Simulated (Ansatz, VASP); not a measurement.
Si2Sb in VASP and in Ansatz

File INCAR:

```
SYSTEM = Si2Sb
  PREC = Accurate
  ENCUT = 600
  EDIFF = 1E-6
  ISMEAR = 0
  SIGMA = 0.1
  LREAL = .False.
  LASPH = .True.
  NELM = 100
  ALGO = Normal
  ISIF = 3
  LWAVE = .False.
  LCHARG = .False.
  GGA = PE
  IBRION = 2
  NSW = 90
  EDIFFG = -0.04
```

Contents of KPOINTS:

```
regular mesh
0
Gamma
  4 4 4
  0 0 0
```

Contents of POSCAR:

```
Si2Sb
1.0
    3.2436304659     -3.3463376235      0.0000000000
    3.2436304659      3.3463376235      0.0000000000
    0.0000000000      0.0000000000      6.7843212731
Si Sb
4 2
Direct
    0.8333333333      0.1666666667      0.2500000000
    0.1666666667      0.8333333333      0.2500000000
    0.8333333333      0.1666666667      0.7500000000
    0.1666666667      0.8333333333      0.7500000000
    0.0000000000      0.5000000000      0.0000000000
    0.5000000000      0.0000000000      0.5000000000
```

Input for Ansatz:

```yaml
crystal:
  lattice:
    - [3.2436304659, -3.3463376235, 0.0]
    - [3.2436304659, 3.3463376235, 0.0]
    - [0.0, 0.0, 6.7843212731]
  atoms:
    - { symbol: Si, position: [0.8333333333, 0.1666666667, 0.25] }
    - { symbol: Si, position: [0.1666666667, 0.8333333333, 0.25] }
    - { symbol: Si, position: [0.8333333333, 0.1666666667, 0.75] }
    - { symbol: Si, position: [0.1666666667, 0.8333333333, 0.75] }
    - { symbol: Sb, position: [0.0, 0.5, 0.0] }
    - { symbol: Sb, position: [0.5, 0.0, 0.5] }
basis:
  ecutwfc: 420
kpoints:
  mp_grid: { grid: [4, 4, 4] }
hamiltonian:
  xc: pbe
scf:
  occupations: { method: gaussian, width: 0.1 }
  lower_state_search: "off"
output:
  forces: true
  stress: true
  eigenvalues: true
relax:
  adjacent_minimum: "off"
  f_tol: 0.04
  max_steps: 70
  cell: { stress_tol: 0.4 }
```

Alike in both runs: task relaxation of cell and atoms; functional PBE; k mesh 4 × 4 × 4; occupations gaussian, width 0.1 eV; no spin polarisation.

|  | VASP | Ansatz |
| --- | --- | --- |
| version | VASP 6.6.1 | Ansatz 0.2.0 |
| potentials or method | VASP PAW PBE potentials, release 64 (Si, Sb), cutoff 600 eV | scalar-relativistic, plane waves, PAW |
| valence electrons in the cell | 26 | 46 |

```csv
,VASP,Ansatz,Ansatz less VASP
"gap on the k mesh at the Fermi level, each at its own relaxed structure (eV)",none,none,-
relaxed volume (Å³/atom),21.34,30.80,+9.458
relaxed cell length with the largest relative difference (Å),3.470,6.113,+2.6428
```

A gap of «none» marks a metal or a gap that the smearing closes. One of these differences is far larger than is usual between the two programs; its cause wasn't traced. VASP's potentials hold 26 valence electrons a cell and Ansatz's 46, so a difference there can come from the potentials and not from the codes.

Neither program's run includes spin-orbit coupling.
